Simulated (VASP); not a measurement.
# Ge (Im-3m) in VASP: further runs, part 2 of 3

VASP 6.6.1. Earlier steps stand in the parts before.

## 3. Single point, PBE

This run uses another cell than the first one, of 19.14 Å³/atom.

The input, INCAR:

```
SYSTEM = Ge
  PREC = Accurate
  ENCUT = 520
  EDIFF = 1E-7
  ISMEAR = -1
  SIGMA = 0.05
  LREAL = .False.
  LASPH = .True.
  NELM = 60
  ALGO = Normal
  ISIF = 2
  LWAVE = .False.
  LCHARG = .False.
  GGA = PE
  NBANDS = 13
```

The input, KPOINTS:

```
Automatic mesh
0
Gamma
  17 17 17
  0 0 0
```

The input, POSCAR:

```
Ge
1.0
   -1.6851459495      1.6851459495      1.6851459495
    1.6851459495     -1.6851459495      1.6851459495
    1.6851459495      1.6851459495     -1.6851459495
Ge
1
Direct
    0.0000000000      0.0000000000      0.0000000000
```

Potentials or basis: VASP PAW PBE potentials, release 64 (Ge_d).

Run with:

```bash
> cat potpaw_PBE.64/Ge_d/POTCAR > POTCAR
> mpirun -np 1 vasp_std > vasp.out
```

OUTCAR:

```text
SYSTEM = Ge
   PREC = Accurate
   ENCUT = 520
   EDIFF = 1E-7
   ISMEAR = -1
   LREAL = .False.
   LASPH = .True.
   NELM = 60
   ISIF = 2
   GGA = PE

 ion  position               nearest neighbor table
   1  0.000  0.000  0.000-

  LATTYP: Found a body centered cubic cell.
 ALAT       =     3.3702918990

  Lattice vectors:

 A1 = (  -1.6851459495,   1.6851459495,   1.6851459495)
 A2 = (   1.6851459495,  -1.6851459495,   1.6851459495)
 A3 = (   1.6851459495,   1.6851459495,  -1.6851459495)

Analysis of symmetry for initial positions (statically):
=====================================================================
 Subroutine PRICEL returns:
 Original cell was already a primitive cell.

 Routine SETGRP: Setting up the symmetry group for a
 body centered cubic supercell.

 Subroutine GETGRP returns: Found 48 space group operations
 (whereof 48 operations were pure point group operations)
 out of a pool of 48 trial point group operations.

The static configuration has the point symmetry O_h .

Analysis of symmetry for dynamics (positions and initial velocities):
=====================================================================
 Subroutine PRICEL returns:
 Original cell was already a primitive cell.

 Routine SETGRP: Setting up the symmetry group for a
 body centered cubic supercell.

 Subroutine GETGRP returns: Found 48 space group operations
 (whereof 48 operations were pure point group operations)
 out of a pool of 48 trial point group operations.

The dynamic configuration has the point symmetry O_h .

 Subroutine INISYM returns: Found 48 space group operations
 (whereof 48 operations are pure point group operations),
 and found     1 'primitive' translations

----------------------------------------------------------------------------------------

                                     Primitive cell

  volume of cell :      19.1413

  direct lattice vectors                    reciprocal lattice vectors
    -1.685145950  1.685145950  1.685145950     0.000000000  0.296710205  0.296710205
     1.685145950 -1.685145950  1.685145950     0.296710205  0.000000000  0.296710205
     1.685145950  1.685145950 -1.685145950     0.296710205  0.296710205  0.000000000

  length of vectors
     2.918758403  2.918758403  2.918758403     0.419611596  0.419611596  0.419611596

  position of ions in fractional coordinates (direct lattice)
     0.000000000  0.000000000  0.000000000

  ion indices of the primitive-cell ions
   primitive index   ion index
                 1           1

----------------------------------------------------------------------------------------

 KPOINTS: Automatic mesh

Automatic generation of k-mesh.
 Grid dimensions read from file:
 generate k-points for:   17   17   17

 Generating k-lattice:

  Cartesian coordinates                     Fractional coordinates (reciprocal lattice)
     0.000000000  0.017453541  0.017453541     0.058823529  0.000000000  0.000000000
     0.017453541  0.000000000  0.017453541     0.000000000  0.058823529  0.000000000
     0.017453541  0.017453541  0.000000000     0.000000000  0.000000000  0.058823529

  Length of vectors
     0.024683035  0.024683035  0.024683035

  Shift w.r.t. Gamma in fractional coordinates (k-lattice)
     0.000000000  0.000000000  0.000000000

 Subroutine IBZKPT returns following result:
 ===========================================

 Found    165 irreducible k-points:

 Following reciprocal coordinates:
            Coordinates               Weight
  0.000000  0.000000  0.000000      1.000000
  0.058824  0.000000  0.000000     12.000000
  0.117647  0.000000  0.000000     12.000000
  0.176471  0.000000  0.000000     12.000000
  0.235294  0.000000  0.000000     12.000000
  0.294118  0.000000  0.000000     12.000000
[... 16 lines left out ...]
  0.411765  0.117647  0.000000     48.000000
  0.176471  0.176471  0.000000     24.000000
 [... further k-points ...]
   k-points           NKPTS =    165   k-points in BZ     NKDIM =    165   number of bands    NBANDS=     13
   number of dos      NEDOS =    301   number of ions     NIONS =      1
   total plane-waves  NPLWV =  13824
   dimension x,y,z NGX =    24 NGY =   24 NGZ =   24
   dimension x,y,z NGXF=    48 NGYF=   48 NGZF=   48
   ions per type =               1
   NGX,Y,Z   is equivalent  to a cutoff of  13.67, 13.67, 13.67 a.u.
   NGXF,Y,Z  is equivalent  to a cutoff of  27.34, 27.34, 27.34 a.u.
 SYSTEM =  Ge
   PREC   = accura    normal or accurate (medium, high low for compatibility)
   ISTART =      0    job   : 0-new  1-cont  2-samecut
   ICHARG =      2    charge: 1-file 2-atom 10-const
   ISPIN  =      1    spin polarized calculation?
   LNONCOLLINEAR =      F non collinear calculations
   LSORBIT =      F    spin-orbit coupling
   LASPH  =      T    aspherical Exc in radial PAW
   ENCUT  =  520.0 eV  38.22 Ry    6.18 a.u.   5.43  5.43  5.43*2*pi/ulx,y,z
   NELM   =     60;   NELMIN=  2; NELMDL= -5     # of ELM steps
   EDIFF  = 0.1E-06   stopping-criterion for ELM
   LREAL  =      F    real-space projection
   EDIFFG = 0.1E-05   stopping-criterion for IOM
   NSW    =      0    number of steps for IOM
   IBRION =     -1    ionic relax: 0-MD 1-quasi-New 2-CG
   NFREE  =      0    steps in history (QN), initial steepest desc. (CG)
   ISIF   =      2    stress and relaxation
   ISYM   =      2    0-nonsym 1-usesym 2-fastsym
   POTIM  = 0.5000    time-step for ionic-motion
   TEBEG  =    0.0;   TEEND  =   0.0 temperature during run
   PSTRESS=    0.0 pullay stress
   NELECT =      14.0000    total number of electrons
   NUPDOWN=      -1.0000    fix difference up-down
   EMIN   =  10.00;   EMAX   =-10.00  energy-range for DOS
   EFERMI =   0.00;   METHOD = LEGACY
   ISMEAR =    -1;   SIGMA  =   0.05  broadening in eV -4-tet -1-fermi 0-gaus
   EFERMI_NEDOS =   21; number of points for ismear=-14 and -15
   IALGO  =     38    algorithm
   IMIX   =      4    mixing-type and parameters
     AMIX     =   0.40;   BMIX     =  1.00
     AMIX_MAG =   1.60;   BMIX_MAG =  1.00
  volume/ion in A,a.u.               =      19.14       129.17
  Fermi-wavevector in a.u.,A,eV,Ry     =   1.475004  2.787354 29.601353  2.175638
  Thomas-Fermi vector in A             =   2.589707
   LORBIT       =      0    0 simple, 1 ext, 2 COOP (PROOUT), +10 PAW based schemes
   GGA     = PE    functional components
   LHFCALC =     F    Hartree Fock is set to
   AEXX    =    0.0000 exact exchange contribution
   IVDW    =     0    specifies the selected vdW correction
   LEPSILON=     F    determine dielectric tensor
   LRPA    =     F    only Hartree local field effects (RPA)
 non-spin polarized calculation
  energy-cutoff  :      520.00
  volume of cell :       19.14
 maximum number of plane-waves:       533
 NGX is ok and might be reduce to    24
   NGX = 11   NGY = 11   NGZ = 11

 number of electron      13.9999997 magnetization

 Free energy of the ion-electron system (eV)
  ---------------------------------------------------
  ext. energy  EPLUGINS =         0.00000000
  ---------------------------------------------------
  free energy    TOTEN  =        -4.18192497 eV

  energy without entropy =       -4.17854930  energy(sigma->0) =       -4.18023714

 E-fermi :   6.6313     XC(G=0): -11.2310

 val. band max:        6.6057264169   @ k =  -0.4118   0.4118   0.4118
 cond. band min:       6.6539181970   @ k =   0.2353   0.2353   0.1765
 fundamental gap:      0.0481917801
 Fermi energy:         6.6313400505

 k-point     1 :       0.0000    0.0000    0.0000
  band No.  band energies     occupation
      1     -18.1318      2.00000
      2     -18.1318      2.00000
      3     -18.1318      2.00000
      4     -18.0494      2.00000
      5     -18.0494      2.00000
      6      -6.4109      2.00000
      7      15.6384      0.00000
      8      15.6384      0.00000
      9      15.6385      0.00000
     10      21.4657      0.00000
     11      21.4657      0.00000
     12      21.4657      0.00000
     13      23.5095      0.00000
[... 353 lines left out ...]
 k-point    24 :       0.1765    0.1765    0.0000
  band No.  band energies     occupation
      1     -18.1407      2.00000
      2     -18.1177      2.00000
      3     -18.0635      2.00000
      4     -18.0559      2.00000
      5     -18.0464      2.00000
      6      -3.9831      2.00000
      7       7.6376      0.00000
      8       9.5497      0.00000
      9      12.9711      0.00000
     10      18.4168      0.00000
     11      19.4729      0.00000
     12      23.0390      0.00000
     13      24.7144      0.00000

 [... further k-points ...]

------------------------ aborting loop because EDIFF is reached ----------------------------------------

  FORCE on cell =-STRESS in cart. coord.  units (eV):
  Direction    XX          YY          ZZ          XY          YZ          ZX
  --------------------------------------------------------------------------------------
  -------------------------------------------------------------------------------------
  Total        0.0032654      0.0032654      0.0032654     -0.0000000      0.0000000      0.0000000
  in kB        0.2733203      0.2733203      0.2733203     -0.0000000      0.0000000      0.0000000
  external PRESSURE =       0.2733203 kB  Pullay stress =       0.0000000 kB

 VOLUME and BASIS-vectors are now :
 -----------------------------------------------------------------------------
  energy-cutoff  :      520.00
  volume of cell :       19.14
      direct lattice vectors                 reciprocal lattice vectors
    -1.685145950  1.685145950  1.685145950     0.000000000  0.296710205  0.296710205
     1.685145950 -1.685145950  1.685145950     0.296710205  0.000000000  0.296710205
     1.685145950  1.685145950 -1.685145950     0.296710205  0.296710205  0.000000000

 POSITION                                       TOTAL-FORCE (eV/Angst)
 -----------------------------------------------------------------------------------
      0.00000      0.00000      0.00000        -0.000000      0.000000      0.000000
 -----------------------------------------------------------------------------------
    total drift:                                0.000000      0.000000     -0.000000

  FREE ENERGIE OF THE ION-ELECTRON SYSTEM (eV)
  ---------------------------------------------------
  free  energy   TOTEN  =        -4.1819249716 eV

  energy  without entropy=       -4.1785492986  energy(sigma->0) =       -4.18023714
```

stdout:

```text
POSCAR found type information on POSCAR Ge
 POSCAR found :  1 types and       1 ions
 scaLAPACK will be used
 LDA part: xc-table for (Slater+PW92), standard interpolation
 POSCAR, INCAR and KPOINTS ok, starting setup
 FFT: planning ... GRIDC
 FFT: planning ... GRID_SOFT
 FFT: planning ... GRID
 WAVECAR not read
 entering main loop
```

It took 50 s on 1 thread of Intel Xeon 8259CL, shared host; peak memory 0.16 GiB.

Results:

| Quantity | Value |
| --- | --- |
| Free energy | -4.1819 eV |
| Pressure | 0.0 GPa |
| Band gap on the k mesh | zero (bands 7 and 8 overlap by 11.94 eV) |

## 4. Relaxation of cell and atoms, PBE, target pressure 24 GPa, at which the enthalpy is minimised

The input, INCAR:

```
SYSTEM = Ge
PREC = Accurate
ENCUT = 600
EDIFF = 1E-6
ISMEAR = -1
SIGMA = 0.05
LREAL = .False.
LASPH = .True.
NELM = 100
ALGO = Normal
ISIF = 3
LWAVE = .False.
LCHARG = .False.
GGA = PE
IBRION = 2
NSW = 60
EDIFFG = -0.005
PSTRESS = 240.0
```

The input, KPOINTS:

```
regular mesh
0
Gamma
  17 17 17
  0 0 0
```

The input, POSCAR:

```
Ge
1.0
   -1.5663039239      1.5663039239      1.5663039239
    1.5663039239     -1.5663039239      1.5663039239
    1.5663039239      1.5663039239     -1.5663039239
Ge
1
Direct
    0.0000000000      0.0000000000      0.0000000000
```

Potentials or basis: VASP PAW PBE potentials, release 64 (Ge_d).

Run with:

```bash
> cat potpaw_PBE.64/Ge_d/POTCAR > POTCAR
> mpirun -np 1 vasp_std > vasp.out
```

OUTCAR:

```text
SYSTEM = Ge
   PREC = Accurate
   ENCUT = 600
   EDIFF = 1E-6
   ISMEAR = -1
   LREAL = .False.
   LASPH = .True.
   NELM = 100
   ISIF = 3
   GGA = PE
   IBRION = 2
   NSW = 60
   EDIFFG = -0.005
   PSTRESS = 240.0

 ion  position               nearest neighbor table
   1  0.000  0.000  0.000-

  LATTYP: Found a body centered cubic cell.
 ALAT       =     3.1326078478

  Lattice vectors:

 A1 = (  -1.5663039239,   1.5663039239,   1.5663039239)
 A2 = (   1.5663039239,  -1.5663039239,   1.5663039239)
 A3 = (   1.5663039239,   1.5663039239,  -1.5663039239)

Analysis of symmetry for initial positions (statically):
=====================================================================
 Subroutine PRICEL returns:
 Original cell was already a primitive cell.

 Routine SETGRP: Setting up the symmetry group for a
 body centered cubic supercell.
[... 295 lines left out ...]
  band No.  band energies     occupation
      1     -15.7003      2.00000
      2     -15.7003      2.00000
      3     -15.7003      2.00000
      4     -15.5469      2.00000
      5     -15.5469      2.00000
      6      -5.8494      2.00000
      7      20.6980      0.00000
      8      20.6980      0.00000
      9      20.6981      0.00000
     10      25.8247      0.00000
     11      25.8247      0.00000
[... 309 lines left out ...]
 k-point    24 :       0.1765    0.1765    0.0000
  band No.  band energies     occupation
      1     -15.7221      2.00000
      2     -15.6809      2.00000
      3     -15.5740      2.00000
      4     -15.5604      2.00000
      5     -15.5411      2.00000
      6      -2.9440      2.00000
      7      10.8883      0.00000
      8      12.3673      0.00000
      9      16.7302      0.00000
     10      22.8565      0.00000
     11      23.6111      0.00000

 [... further k-points ...]

------------------------ aborting loop because EDIFF is reached ----------------------------------------

  FORCE on cell =-STRESS in cart. coord.  units (eV):
  Direction    XX          YY          ZZ          XY          YZ          ZX
  --------------------------------------------------------------------------------------
  -------------------------------------------------------------------------------------
  Total        2.3043550      2.3043550      2.3043550      0.0000000     -0.0000000      0.0000000
  in kB      239.7665953    239.7665953    239.7665953      0.0000000     -0.0000000      0.0000000
  external PRESSURE =      -0.2334047 kB  Pullay stress =     240.0000000 kB
[... 20 lines left out ...]
  energy  without entropy=       -3.9504166503  energy(sigma->0) =       -3.95117303

  enthalpy is  TOTEN    =        -1.6453311814 eV   P V=        2.3065982383

 reached required accuracy - stopping structural energy minimisation
```

OSZICAR:

```text
N       E                     dE             d eps       ncg     rms          rms(c)
DAV:   1     0.552355225875E+02    0.55236E+02   -0.80703E+03  3747   0.404E+03
DAV:   2    -0.152669593255E+00   -0.55388E+02   -0.53370E+02  3761   0.417E+02
DAV:   3    -0.392547090070E+01   -0.37728E+01   -0.37302E+01  4059   0.684E+01
DAV:   4    -0.396960523290E+01   -0.44134E-01   -0.44123E-01  4020   0.809E+00
[... 20 lines left out ...]
       N       E                     dE             d eps       ncg     rms          rms(c)
DAV:   1    -0.395202055588E+01    0.17142E-02   -0.11018E-03  4293   0.935E-01    0.569E-02
DAV:   2    -0.395195178533E+01    0.68771E-04   -0.72747E-05  4137   0.252E-01    0.283E-02
DAV:   3    -0.395193035957E+01    0.21426E-04   -0.28813E-05  4274   0.138E-01    0.569E-03
DAV:   4    -0.395192941963E+01    0.93994E-06   -0.23107E-06  2746   0.427E-02
   4 F= -.16453312E+01 E0= -.16445748E+01  d E =-.395362E-04
```

CONTCAR:

```text
Ge
   1.00000000000000
    -1.5672457535111528    1.5672457535111528    1.5672457535111528
     1.5672457535111528   -1.5672457535111528    1.5672457535111528
     1.5672457535111528    1.5672457535111528   -1.5672457535111528
  Ge
     1
Direct
     0.0000000000000000    0.0000000000000000    0.0000000000000000

  0.00000000E+00  0.00000000E+00  0.00000000E+00
```

Wall time 79 s (1 thread of Intel Xeon 8259CL, shared host); peak memory 0.17 GiB.

What came out:

| Property | Result |
| --- | --- |
| Free energy | -3.9519 eV |
| Relaxed volume | 15.40 Å³/atom |
| Relaxed cell | a = 2.715 Å, b = 2.715 Å, c = 2.715 Å, α = 109.47°, β = 109.47°, γ = 109.47° |
| Space group after relaxing (to 0.1 Å) | Im-3m (No. 229) |
| Energy change on relaxing (the run minimises the enthalpy) | -4.2 meV/atom |
| Ionic steps | 4 |
| Pressure after relaxing | 24.0 GPa |
| Band gap on the k mesh | zero (bands 7 and 8 overlap by 15.35 eV) |

Step by step:
```
step  energy change (eV)  largest force (eV/Å)  pressure (GPa)  volume (Å³)
   1              0.0000                0.0000           24.21        15.37
   2             -0.0069                0.0000           23.92        15.42
   3             -0.0060                0.0000           23.91        15.41
   4             -0.0042                0.0000           23.98        15.40
```

Final structure:
```yaml
crystal:
  lattice:
    - [-1.56725, 1.56725, 1.56725]
    - [1.56725, -1.56725, 1.56725]
    - [1.56725, 1.56725, -1.56725]
  atoms:
    - { symbol: Ge, position: [0.00000, 0.00000, 0.00000] }
```

Levels at points of the mesh, in eV from the Fermi level:
| k point | band 3 | band 4 | band 5 | band 6 | band 7 | band 8 | band 9 | band 10 | band 11 |
| --- | --- | --- | --- | --- | --- | --- | --- | --- | --- |
| (0.00, 0.00, 0.00) | -24.85 | -24.70 | -24.70 | -15.00 | 11.55 | 11.55 | 11.55 | 16.67 | 16.67 |

Caveat: the cell is relaxed towards a set pressure, so the run minimises the enthalpy, not the energy.

## 5. Relaxation of cell and atoms, PBE, target pressure 24 GPa, at which the enthalpy is minimised

The input, INCAR:

```
ALGO = Normal
EDIFF = 1E-7
EDIFFG = -0.005
ENCUT = 600
GGA = PE
IBRION = 2
ISIF = 3
ISMEAR = -1
LASPH = T
LCHARG = F
LREAL = F
LWAVE = F
NELM = 80
NSW = 32
PREC = Accurate
PSTRESS = 240.0
SIGMA = 0.05
```

The input, KPOINTS:

```
k-points
0
Gamma
  17 17 17
```

The input, POSCAR:

```
Ge
1.0
   -1.5669888885      1.5669888885      1.5669888885
    1.5669888885     -1.5669888885      1.5669888885
    1.5669888885      1.5669888885     -1.5669888885
Ge
1
Direct
    0.0000000000      0.0000000000      0.0000000000
```

Run with:

```bash
> cat potpaw_PBE.64/Ge_d/POTCAR > POTCAR
> mpirun -np 1 vasp_std > vasp.out
```

It took 84 s on 1 thread of Intel Xeon 8259CL, shared host; peak memory 0.17 GiB.

The run converged. Its results:

```
Free energy                                                : -3.9529 eV
Relaxed volume                                             : 15.40 Å³/atom
Relaxed cell                                               : a = 2.715 Å, b = 2.715 Å, c = 2.715 Å, α = 109.47°, β = 109.47°, γ = 109.47°
Space group after relaxing (to 0.1 Å)                      : Im-3m (No. 229)
Energy change on relaxing (the run minimises the enthalpy) : -2.1 meV/atom
Ionic steps                                                : 3
Pressure after relaxing                                    : 24.0 GPa
Band gap on the k mesh                                     : zero (bands 7 and 8 overlap by 15.34 eV)
```

Step by step:
| step | energy change (eV) | largest force (eV/Å) | pressure (GPa) | volume (Å³) |
| --- | --- | --- | --- | --- |
| 1 | 0.0000 | 0.0000 | 24.17 | 15.39 |
| 2 | -0.0054 | 0.0000 | 23.82 | 15.43 |
| 3 | -0.0021 | 0.0000 | 23.99 | 15.40 |

Final structure:
```xyz
1
Lattice="-1.5675 1.5675 1.5675 1.5675 -1.5675 1.5675 1.5675 1.5675 -1.5675" Properties=species:S:1:pos:R:3 pbc="T T T"
Ge    0.0000    0.0000    0.0000
```

Levels at points of the mesh, in eV from the Fermi level:
```
           k point  band 3  band 4  band 5  band 6  band 7  band 8  band 9  band 10  band 11
(0.00, 0.00, 0.00)  -24.85  -24.70  -24.70  -15.00   11.54   11.54   11.54    16.67    16.67
```

Caveat: the cell is relaxed towards a set pressure, so the run minimises the enthalpy, not the energy.

## 6. Single point, PBE

The input, INCAR:

```
PREC = Accurate
ENCUT = 520
EDIFF = 1E-6
ISMEAR = -1
SIGMA = 0.05
LREAL = False
LASPH = True
NELM = 80
ALGO = Normal
ISIF = 2
LWAVE = False
LCHARG = False
GGA = PE
NBANDS = 13
```

The input, KPOINTS:

```
Automatic mesh
0
Gamma
  17 17 17
```

The input, POSCAR:

```
Ge
1.0
   -1.5672232684      1.5672232684      1.5672232684
    1.5672232684     -1.5672232684      1.5672232684
    1.5672232684      1.5672232684     -1.5672232684
Ge
1
Direct
    0.0000000000      0.0000000000      0.0000000000
```

Potentials or basis: VASP PAW PBE potentials, release 64 (Ge_d).

Run with:

```bash
> cat potpaw_PBE.64/Ge_d/POTCAR > POTCAR
> mpirun -np 1 vasp_std > vasp.out
```

Run time: 15 s. Hardware: 1 thread of AMD EPYC 7R13 (Zen 3), shared host; peak memory 0.11 GiB.

The run converged. Its results:

| Quantity | Value |
| --- | --- |
| Free energy | -3.9518 eV |
| Pressure | 23.9 GPa |
| Band gap on the k mesh | zero (bands 7 and 8 overlap by 15.35 eV) |

Levels at points of the mesh, in eV from the Fermi level:
| k point | band 5 | band 6 | band 7 | band 8 | band 9 | band 10 |
| --- | --- | --- | --- | --- | --- | --- |
| (0.00, 0.00, 0.00) | -24.70 | -15.00 | 11.55 | 11.55 | 11.55 | 16.67 |

Caveat: the cell stands under pressure.

(Continued in part 3 of 3.)
